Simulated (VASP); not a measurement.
# InSe (Amm2) in VASP: further runs

The runs below take InSe through single point, with PBE+D3(BJ).

Program: VASP 6.6.1. These are calculated values, not measurements. Logs are shortened: lines on timing, memory, paths and dates and some standing lists are left out, and cuts for length are marked.

## (1) The cell of the first run

Symmetry: Amm2, No. 38, orthorhombic system. The conventional cell has a = 16.762 Å, b = 4.032 Å, c = 6.983 Å, α = 90.00°, β = 90.00°, γ = 90.00°. In (site symmetry m) has 3 Se at 2.64 to 2.67 Å and 1 In at 2.79 Å within 3.5 Å. In (site symmetry m) has 3 Se at 2.65 to 2.68 Å and 1 In at 2.79 Å within 3.5 Å. Within 3.5 Å of Se (site symmetry m) lie 3 In at 2.65 to 2.68 Å. Within 3.5 Å of Se (site symmetry m) lie 3 In at 2.64 to 2.67 Å.

## (2) Single point, PBE+D3(BJ) (all In atoms moved +0.025 Å, as atom 1 along Cartesian [0 1 0])

The input, INCAR:

```
  ALGO = Normal
  EDIFF = 1E-6
  ENCUT = 520
  GGA = PE
  ISIF = 2
  ISMEAR = 0
  IVDW = 12
  LASPH = T
  LCHARG = T
  LELF = T
  LREAL = F
  LVHAR = T
  LWAVE = F
  NBANDS = 48
  NELM = 100
  PREC = Accurate
  SIGMA = 0.03
```

The input, KPOINTS:

```
k-points
0
Gamma
  12 12 2
```

The input, POSCAR:

```
InSe
1.0
    4.0317714860      0.0000000000      0.0000000000
   -2.0158857430      3.4916165292      0.0000000000
    0.0000000000      0.0000000000     16.7623717135
In Se
4 4
Direct
    0.3369133370      0.6738266740      0.1666581949
    0.6702466703      0.3404933407      0.6666581949
    0.3369133370      0.6738266740      0.3333418051
    0.6702466703      0.3404933407      0.8333418051
    0.3333333333      0.6666666667      0.5898711344
    0.6666666667      0.3333333333      0.0898711344
    0.3333333333      0.6666666667      0.9101288656
    0.6666666667      0.3333333333      0.4101288656
```

Potentials or basis: VASP PAW PBE potentials, release 64 (In_d, Se).

On the command line:

```
$ cat potpaw_PBE.64/In_d/POTCAR potpaw_PBE.64/Se/POTCAR > POTCAR
$ mpirun -np 1 vasp_std > vasp.out
```

OUTCAR:

```text
EDIFF = 1E-6
   ENCUT = 520
   GGA = PE
   ISIF = 2
   ISMEAR = 0
   IVDW = 12
   LASPH = T
   LREAL = F
   NELM = 100
   PREC = Accurate
 IVDW          = 12

 ion  position               nearest neighbor table
   1  0.337  0.674  0.167-   6 2.64   6 2.67   6 2.67   3 2.79
   2  0.670  0.340  0.667-   5 2.65   5 2.65   5 2.68   4 2.79
   3  0.337  0.674  0.333-   8 2.64   8 2.67   8 2.67   1 2.79
   4  0.670  0.340  0.833-   7 2.65   7 2.65   7 2.68   2 2.79
   5  0.333  0.667  0.590-   2 2.65   2 2.65   2 2.68
   6  0.667  0.333  0.090-   1 2.64   1 2.67   1 2.67
   7  0.333  0.667  0.910-   4 2.65   4 2.65   4 2.68
   8  0.667  0.333  0.410-   3 2.64   3 2.67   3 2.67

  LATTYP: Found a hexagonal cell.
 ALAT       =     4.0317714860
 C/A-ratio  =     4.1575698850

  Lattice vectors:

 A1 = (   4.0317714860,   0.0000000000,   0.0000000000)
 A2 = (  -2.0158857430,   3.4916165292,   0.0000000000)
 A3 = (   0.0000000000,   0.0000000000,  16.7623717135)

Analysis of symmetry for initial positions (statically):
=====================================================================
 Subroutine PRICEL returns:
 Original cell was already a primitive cell.

 Routine SETGRP: Setting up the symmetry group for a
 hexagonal supercell.

 Subroutine GETGRP returns: Found  4 space group operations
 (whereof  2 operations were pure point group operations)
 out of a pool of 24 trial point group operations.

The static configuration has the point symmetry C_1h.
 The point group associated with its full space group is C_2v.

Analysis of symmetry for dynamics (positions and initial velocities):
=====================================================================
 Subroutine PRICEL returns:
 Original cell was already a primitive cell.

 Routine SETGRP: Setting up the symmetry group for a
 hexagonal supercell.

 Subroutine GETGRP returns: Found  4 space group operations
 (whereof  2 operations were pure point group operations)
 out of a pool of 24 trial point group operations.

The dynamic configuration has the point symmetry C_1h.
 The point group associated with its full space group is C_2v.

 Subroutine INISYM returns: Found  4 space group operations
 (whereof  2 operations are pure point group operations),
 and found     1 'primitive' translations

----------------------------------------------------------------------------------------

                                     Primitive cell

  volume of cell :     235.9706

  direct lattice vectors                    reciprocal lattice vectors
     4.031771486  0.000000000  0.000000000     0.248029930  0.143200147  0.000000000
    -2.015885743  3.491616529  0.000000000     0.000000000  0.286400294  0.000000000
     0.000000000  0.000000000 16.762371713     0.000000000  0.000000000  0.059657429

  length of vectors
     4.031771486  4.031771486 16.762371713     0.286400294  0.286400294  0.059657429

  position of ions in fractional coordinates (direct lattice)
     0.336913337  0.673826674  0.166658195
     0.670246670  0.340493341  0.666658195
     0.336913337  0.673826674  0.333341805
     0.670246670  0.340493341  0.833341805
     0.333333333  0.666666667  0.589871134
     0.666666667  0.333333333  0.089871134
     0.333333333  0.666666667  0.910128866
     0.666666667  0.333333333  0.410128866

  ion indices of the primitive-cell ions
   primitive index   ion index
                 1           1
                 2           2
                 3           3
                 4           4
                 5           5
                 6           6
                 7           7
                 8           8

----------------------------------------------------------------------------------------

 KPOINTS: k-points

Automatic generation of k-mesh.
 Grid dimensions read from file:
 generate k-points for:   12   12    2

 Generating k-lattice:

  Cartesian coordinates                     Fractional coordinates (reciprocal lattice)
     0.020669161  0.011933346  0.000000000     0.083333333  0.000000000  0.000000000
     0.000000000  0.023866691  0.000000000     0.000000000  0.083333333  0.000000000
     0.000000000  0.000000000  0.029828714     0.000000000  0.000000000  0.500000000

  Length of vectors
     0.023866691  0.023866691  0.029828714

  Shift w.r.t. Gamma in fractional coordinates (k-lattice)
     0.000000000  0.000000000  0.000000000

 Subroutine IBZKPT returns following result:
 ===========================================

 Found     86 irreducible k-points:

 Following reciprocal coordinates:
            Coordinates               Weight
  0.000000  0.000000  0.000000      1.000000
  0.083333  0.000000  0.000000      4.000000
  0.000000  0.083333  0.000000      2.000000
  0.166667  0.000000  0.000000      4.000000
  0.000000  0.166667  0.000000      2.000000
  0.250000  0.000000  0.000000      4.000000
[... 16 lines left out ...]
 -0.083333  0.416667  0.000000      4.000000
 -0.416667  0.333333  0.000000      4.000000
 [... further k-points ...]
   k-points           NKPTS =     86   k-points in BZ     NKDIM =     86   number of bands    NBANDS=     48
   number of dos      NEDOS =    301   number of ions     NIONS =      8
   total plane-waves  NPLWV = 113400
   dimension x,y,z NGX =    30 NGY =   30 NGZ =  126
   dimension x,y,z NGXF=    60 NGYF=   60 NGZF=  252
   ions per type =               4   4
   NGX,Y,Z   is equivalent  to a cutoff of  12.37, 12.37, 12.50 a.u.
   NGXF,Y,Z  is equivalent  to a cutoff of  24.74, 24.74, 24.99 a.u.
 SYSTEM =  unknown system
   PREC   = accura    normal or accurate (medium, high low for compatibility)
   ISTART =      0    job   : 0-new  1-cont  2-samecut
   ICHARG =      2    charge: 1-file 2-atom 10-const
   ISPIN  =      1    spin polarized calculation?
   LNONCOLLINEAR =      F non collinear calculations
   LSORBIT =      F    spin-orbit coupling
   LASPH  =      T    aspherical Exc in radial PAW
   ENCUT  =  520.0 eV  38.22 Ry    6.18 a.u.   7.50  7.50 31.17*2*pi/ulx,y,z
   NELM   =    100;   NELMIN=  2; NELMDL= -5     # of ELM steps
   EDIFF  = 0.1E-05   stopping-criterion for ELM
   LREAL  =      F    real-space projection
   EDIFFG = 0.1E-04   stopping-criterion for IOM
   NSW    =      0    number of steps for IOM
   IBRION =     -1    ionic relax: 0-MD 1-quasi-New 2-CG
   NFREE  =      0    steps in history (QN), initial steepest desc. (CG)
   ISIF   =      2    stress and relaxation
   ISYM   =      2    0-nonsym 1-usesym 2-fastsym
   POTIM  = 0.5000    time-step for ionic-motion
   TEBEG  =    0.0;   TEEND  =   0.0 temperature during run
   PSTRESS=    0.0 pullay stress
   NELECT =      76.0000    total number of electrons
   NUPDOWN=      -1.0000    fix difference up-down
   EMIN   =  10.00;   EMAX   =-10.00  energy-range for DOS
   EFERMI =   0.00;   METHOD = LEGACY
   ISMEAR =     0;   SIGMA  =   0.03  broadening in eV -4-tet -1-fermi 0-gaus
   EFERMI_NEDOS =   21; number of points for ismear=-14 and -15
   IALGO  =     38    algorithm
   IMIX   =      4    mixing-type and parameters
     AMIX     =   0.40;   BMIX     =  1.00
     AMIX_MAG =   1.60;   BMIX_MAG =  1.00
  volume/ion in A,a.u.               =      29.50       199.05
  Fermi-wavevector in a.u.,A,eV,Ry     =   1.122174  2.120601 17.133458  1.259274
  Thomas-Fermi vector in A             =   2.258832
   LORBIT       =      0    0 simple, 1 ext, 2 COOP (PROOUT), +10 PAW based schemes
   GGA     = PE    functional components
   LHFCALC =     F    Hartree Fock is set to
   AEXX    =    0.0000 exact exchange contribution
   IVDW    =    12    specifies the selected vdW correction
   LEPSILON=     F    determine dielectric tensor
   LRPA    =     F    only Hartree local field effects (RPA)
 non-spin polarized calculation
 Gauss-broadening in eV      SIGMA  =   0.03
  energy-cutoff  :      520.00
  volume of cell :      235.97
 maximum number of plane-waves:      6404
 NGX is ok and might be reduce to    30
   NGX = 15   NGY = 15   NGZ = 63

 number of electron      76.0000023 magnetization

 Free energy of the ion-electron system (eV)
  ---------------------------------------------------
  ext. energy  EPLUGINS =         0.00000000
  ---------------------------------------------------
  free energy    TOTEN  =       -28.31450538 eV

  energy without entropy =      -28.31450538  energy(sigma->0) =      -28.31450538

 E-fermi :   4.1866     XC(G=0):  -8.8748

 val. band max:        4.0145453873   @ k =   0.0000   0.0000   0.0000
 cond. band min:       4.3705310970   @ k =   0.0000   0.0000   0.0000
 fundamental gap:      0.3559857097
 Fermi energy:         4.1865839553

 k-point     1 :       0.0000    0.0000    0.0000
  band No.  band energies     occupation
      1     -10.7724      2.00000
      2     -10.7716      2.00000
      3     -10.5911      2.00000
      4     -10.5901      2.00000
      5     -10.5853      2.00000
      6     -10.5844      2.00000
[... 40 lines left out ...]
     47       9.1002      0.00000
     48       9.3990      0.00000

 k-point     2 :       0.0833    0.0000    0.0000
  band No.  band energies     occupation
      1     -10.7720      2.00000
      2     -10.7712      2.00000
      3     -10.6147      2.00000
      4     -10.6101      2.00000
      5     -10.5873      2.00000
      6     -10.5847      2.00000
[... 40 lines left out ...]
     47       8.9827      0.00000
     48       9.2406      0.00000

 k-point     3 :       0.0000    0.0833    0.0000
  band No.  band energies     occupation
      1     -10.7720      2.00000
      2     -10.7712      2.00000
      3     -10.6159      2.00000
      4     -10.6086      2.00000
      5     -10.5890      2.00000
      6     -10.5833      2.00000
[... 40 lines left out ...]
     47       8.9820      0.00000
     48       9.2401      0.00000

 k-point     4 :       0.1667    0.0000    0.0000
  band No.  band energies     occupation
      1     -10.7747      2.00000
      2     -10.7741      2.00000
      3     -10.6702      2.00000
      4     -10.6603      2.00000
      5     -10.6030      2.00000
      6     -10.5923      2.00000
[... 958 lines left out ...]
     47       8.3650      0.00000
     48       8.4580      0.00000

 k-point    23 :      -0.0833    0.4167    0.0000
  band No.  band energies     occupation
      1     -10.8650      2.00000
      2     -10.8536      2.00000
      3     -10.7607      2.00000
      4     -10.7485      2.00000
      5     -10.7169      2.00000
      6     -10.7138      2.00000
[... 40 lines left out ...]
     47       8.3679      0.00000
     48       8.4499      0.00000

 k-point    24 :      -0.4167    0.3333    0.0000
  band No.  band energies     occupation
      1     -10.8639      2.00000
      2     -10.8545      2.00000
      3     -10.7601      2.00000
      4     -10.7488      2.00000
      5     -10.7169      2.00000
      6     -10.7138      2.00000
[... 40 lines left out ...]
     47       8.3534      0.00000
     48       8.4663      0.00000

 [... further k-points ...]

------------------------ aborting loop because EDIFF is reached ----------------------------------------

 Edisp (eV)   -2.37451

 E8    (eV) :    -1.0880

  FORCE on cell =-STRESS in cart. coord.  units (eV):
  Direction    XX          YY          ZZ          XY          YZ          ZX
  --------------------------------------------------------------------------------------
  -------------------------------------------------------------------------------------
  Total       0.07114     0.08383     0.06533     0.00000     0.00000     0.00000
  in kB       0.48302     0.56921     0.44355     0.00000     0.00000     0.00000
  external pressure =        0.50 kB  Pullay stress =        0.00 kB

 VOLUME and BASIS-vectors are now :
 -----------------------------------------------------------------------------
  energy-cutoff  :      520.00
  volume of cell :      235.97
      direct lattice vectors                 reciprocal lattice vectors
     4.031771486  0.000000000  0.000000000     0.248029930  0.143200147  0.000000000
    -2.015885743  3.491616529  0.000000000     0.000000000  0.286400294  0.000000000
     0.000000000  0.000000000 16.762371713     0.000000000  0.000000000  0.059657429

 POSITION                                       TOTAL-FORCE (eV/Angst)
 -----------------------------------------------------------------------------------
      0.00000      2.35274      2.79359         0.000000     -0.129286      0.019655
      2.01589      1.18887     11.17477         0.000000     -0.121540      0.019494
      0.00000      2.35274      5.58760         0.000000     -0.129286     -0.019655
      2.01589      1.18887     13.96879         0.000000     -0.121540     -0.019494
     -0.00000      2.32774      9.88764         0.000000      0.121534     -0.016743
      2.01589      1.16387      1.50645        -0.000000      0.129292     -0.016900
     -0.00000      2.32774     15.25592         0.000000      0.121534      0.016743
      2.01589      1.16387      6.87473        -0.000000      0.129292      0.016900
 -----------------------------------------------------------------------------------
    total drift:                               -0.000001      0.000050     -0.000001

  FREE ENERGIE OF THE ION-ELECTRON SYSTEM (eV)
  ---------------------------------------------------
  free  energy   TOTEN  =       -30.6890191663 eV

  energy  without entropy=      -30.6890191663  energy(sigma->0) =      -30.68901917
```

It took 18 min on 1 thread of Intel Xeon Platinum 8488C (Sapphire Rapids), shared host; peak memory 0.85 GiB.

Results:

```
Free energy                : -30.6890 eV
Pressure                   : 0.0 GPa
Largest force              : 0.131 eV/Å
Band gap on the k mesh     : 0.36 eV
Dispersion energy per atom : -0.297 eV
```

Forces on the atoms (eV/Å):
```
In   0.000 -0.129  0.020
In   0.000 -0.122  0.019
In   0.000 -0.129 -0.020
In   0.000 -0.122 -0.019
Se   0.000  0.122 -0.017
Se   0.000  0.129 -0.017
Se   0.000  0.122  0.017
Se   0.000  0.129  0.017
```

Caveat: the cell differs from its parent crystal (all In atoms moved +0.025 Å, as atom 1 along Cartesian [0 1 0]); spin-orbit coupling is left out, which moves the levels of the heavy elements.

## (3) Single point, PBE+D3(BJ) (all In atoms moved +0.075 Å, as atom 1 along Cartesian [0 1 0])

The input, INCAR:

```
SYSTEM = InSe
ALGO = Normal
EDIFF = 1E-6
ENCUT = 520
GGA = PE
ISIF = 2
ISMEAR = 0
IVDW = 12
LASPH = .True.
LCHARG = .True.
LELF = .True.
LREAL = .False.
LVHAR = .True.
LWAVE = .False.
NBANDS = 48
NELM = 60
PREC = Accurate
SIGMA = 0.03
```

The input, KPOINTS:

```
k-points
0
Gamma
  12 12 2
  0 0 0
```

The input, POSCAR:

```
InSe
1.0
    4.0317714860      0.0000000000      0.0000000000
   -2.0158857430      3.4916165292      0.0000000000
    0.0000000000      0.0000000000     16.7623717135
In Se
4 4
Direct
    0.3440733444      0.6881466887      0.1666581949
    0.6774066777      0.3548133554      0.6666581949
    0.3440733444      0.6881466887      0.3333418051
    0.6774066777      0.3548133554      0.8333418051
    0.3333333333      0.6666666667      0.5898711344
    0.6666666667      0.3333333333      0.0898711344
    0.3333333333      0.6666666667      0.9101288656
    0.6666666667      0.3333333333      0.4101288656
```

Potentials or basis: VASP PAW PBE potentials, release 64 (In_d, Se).

On the command line:

```
$ cat potpaw_PBE.64/In_d/POTCAR potpaw_PBE.64/Se/POTCAR > POTCAR
$ mpirun -np 1 vasp_std > vasp.out
```

Run time: 10 min. Hardware: 1 thread of Intel Xeon 6975P-C (Granite Rapids), shared host; peak memory 0.85 GiB.

The run converged. Its results:

- Free energy: -30.6388 eV
- Pressure: 0.1 GPa
- Largest force: 0.415 eV/Å
- Band gap on the k mesh: 0.36 eV
- Dispersion energy per atom: -0.297 eV

Forces in eV/Å, atoms in the order of the input:
```
In   0.000 -0.412  0.052
In   0.000 -0.342  0.047
In   0.000 -0.412 -0.052
In   0.000 -0.342 -0.047
Se   0.000  0.342 -0.045
Se   0.000  0.412 -0.050
Se   0.000  0.342  0.045
Se   0.000  0.412  0.050
```

Levels at points of the mesh, in eV from the valence-band top:
```tsv
k point	band 34	band 35	band 36	band 37	band 38	band 39	band 40	band 41	band 42	band 43
(0.00, 0.00, 0.00)	-1.14	-1.13	-1.07	-1.07	0.00	0.36	1.73	2.12	2.12	4.11
(0.50, 0.00, 0.00)	-2.16	-2.08	-2.07	-1.96	-1.34	1.11	1.20	1.91	1.94	3.33
(0.00, 0.50, 0.00)	-2.16	-2.10	-2.07	-1.97	-1.33	1.11	1.20	1.93	1.95	3.33
(0.00, 0.00, 0.50)	-1.12	-1.08	-1.08	-0.92	-0.92	1.22	1.22	2.13	2.13	4.13
(0.50, 0.00, 0.50)	-2.28	-2.05	-2.03	-1.75	-1.65	1.44	1.46	1.58	1.59	3.49
(0.00, 0.50, 0.50)	-2.28	-2.06	-2.03	-1.81	-1.61	1.42	1.47	1.60	1.61	3.48
```

Caveat: the cell differs from its parent crystal (all In atoms moved +0.075 Å, as atom 1 along Cartesian [0 1 0]); spin-orbit coupling is left out, which moves the levels of the heavy elements.

(Part 1 of 2 ends here.)
